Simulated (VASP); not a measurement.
The system is Zr6InPb2.

```xyz
9
Lattice="7.8212 0.0000 0.0000 -3.9106 6.7734 0.0000 0.0000 0.0000 3.6588" Properties=species:S:1:pos:R:3 pbc="T T T"
Pb   -0.0004    4.5158    1.8294
Pb    3.9110    2.2576    1.8294
Zr    4.6622    0.0000    0.0000
Zr    1.5795    2.7358    0.0000
Zr   -2.3311    4.0376    0.0000
Zr    1.8990    0.0000    1.8294
Zr    2.9611    5.1288    1.8294
Zr   -0.9495    1.6446    1.8294
In    0.0000    0.0000    0.0000
```

```yaml
Program: VASP 6.6.1
Task: relaxation of cell and atoms
Functional: PBE
Potentials_or_basis: VASP PAW PBE potentials, release 64 (Pb_d, Zr_sv, In_d)
Cutoff: 500 eV
k_mesh: 5 × 5 × 9
Occupations: fermi-dirac, width 0.1 eV
Spin: no spin polarisation
```

At the start: pressure 13.9 GPa; volume 21.54 Å³/atom.

How do energy, volume and symmetry change on relaxing?

Over 14 steps the energy falls by 166.9 meV/atom and the volume is 23.81 Å³/atom (+10.6 %); space group P-62m (No. 189, to 0.05 Å).

Step by step:
| step | energy change (eV) | largest force (eV/Å) | pressure (GPa) | volume (Å³) |
| --- | --- | --- | --- | --- |
| 1 | 0.0000 | 2.7263 | 13.94 | 193.83 |
| 2 | -0.0183 | 0.1649 | -11.21 | 251.01 |
| 3 | -1.3124 | 0.8041 | -2.01 | 219.56 |
| 4 | -1.3137 | 0.8409 | -1.68 | 218.79 |
| 5 | -1.4857 | 0.2531 | -0.01 | 214.59 |
| 6 | -1.4929 | 0.1089 | 0.49 | 213.53 |
| 7 | -1.4960 | 0.0822 | -0.36 | 215.33 |
| 8 | -1.4964 | 0.0889 | -0.15 | 214.87 |
| 9 | -1.4986 | 0.0668 | -0.09 | 214.71 |
| 10 | -1.5018 | 0.0136 | 0.07 | 214.24 |
| 11 | -1.5018 | 0.0173 | 0.10 | 214.18 |
| 12 | -1.5018 | 0.0083 | -0.20 | 214.77 |
| 13 | -1.5021 | 0.0089 | -0.05 | 214.47 |
| 14 | -1.5021 | 0.0091 | 0.03 | 214.28 |

Final structure:
```cif
data_structure
_symmetry_space_group_name_H-M 'P 1'
_symmetry_Int_Tables_number 1
_cell_length_a 7.9391
_cell_length_b 7.9391
_cell_length_c 3.9256
_cell_angle_alpha 90.000
_cell_angle_beta 90.000
_cell_angle_gamma 120.000
_cell_volume 214.28
loop_
_atom_site_label
_atom_site_type_symbol
_atom_site_fract_x
_atom_site_fract_y
_atom_site_fract_z
_atom_site_occupancy
Pb1 Pb 0.33333 0.66667 0.50000 1
Pb2 Pb 0.66667 0.33333 0.50000 1
Zr1 Zr 0.60218 0.00000 0.00000 1
Zr2 Zr 0.39782 0.39782 0.00000 1
Zr3 Zr 0.00000 0.60218 0.00000 1
Zr4 Zr 0.26009 0.00000 0.50000 1
Zr5 Zr 0.73991 0.73991 0.50000 1
Zr6 Zr 0.00000 0.26009 0.50000 1
In1 In 0.99999 0.99999 0.00000 1
```
